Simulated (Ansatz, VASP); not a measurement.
# Two plane-wave programs on Ge

Contents of INCAR:

```
SYSTEM = Ge
PREC = Accurate
ENCUT = 520
EDIFF = 1E-7
ISMEAR = 0
SIGMA = 0.15
LREAL = .False.
LASPH = .True.
NELM = 80
ALGO = Normal
ISIF = 2
LWAVE = .False.
LCHARG = .False.
GGA = PS
NBANDS = 21
```

File KPOINTS:

```
Automatic mesh
0
Gamma
  20 20 20
  0 0 0
```

Contents of POSCAR:

```
Ge
1.0
   -2.6131070648      2.6131070648      1.4393350225
    2.6131070648     -2.6131070648      1.4393350225
    2.6131070648      2.6131070648     -1.4393350225
Ge
2
Direct
    0.2500000000      0.7500000000      0.5000000000
    0.5000000000      0.5000000000      0.0000000000
```

Input for Ansatz:

```yaml
crystal:
  lattice:
    - [-2.6131070648, 2.6131070648, 1.4393350225]
    - [2.6131070648, -2.6131070648, 1.4393350225]
    - [2.6131070648, 2.6131070648, -1.4393350225]
  atoms:
    - { symbol: Ge, position: [0.25, 0.75, 0.5] }
    - { symbol: Ge, position: [0.5, 0.5, 0.0] }
basis:
  ecutwfc: 420
kpoints:
  mp_grid: { grid: [20, 20, 20] }
hamiltonian:
  xc: pbesol
scf:
  occupations: { method: gaussian, width: 0.15 }
output:
  forces: true
  stress: true
  eigenvalues: true
```

Change from the starting cell: strain +0.015 along x and y, +0.030 along z, atoms carried along.

Alike in both runs: task single point; functional PBEsol; k mesh 20 × 20 × 20; occupations gaussian, width 0.15 eV; no spin polarisation.

|  | VASP | Ansatz |
| --- | --- | --- |
| version | VASP 6.6.1 | Ansatz 0.2.0 |
| potentials or method | VASP PAW PBE potentials, release 64 (Ge_d), cutoff 520 eV | scalar-relativistic, plane waves, PAW |
| valence electrons in the cell | 28 | 28 |

|  | VASP | Ansatz | Ansatz less VASP |
| --- | --- | --- | --- |
| gap on the k mesh at the Fermi level (eV) | none | none | - |
| pressure (GPa) | -4.7 | -4.6 | +0.08 |
| traceless stress, the component that is largest in VASP (GPa) | 0.16 | 0.14 | -0.022 |

VASP's potentials were made for PBE, not for PBEsol. A gap of «none» marks a metal or a gap that the smearing closes. The functional is the same, so the differences come from potentials, cutoffs and numerics.
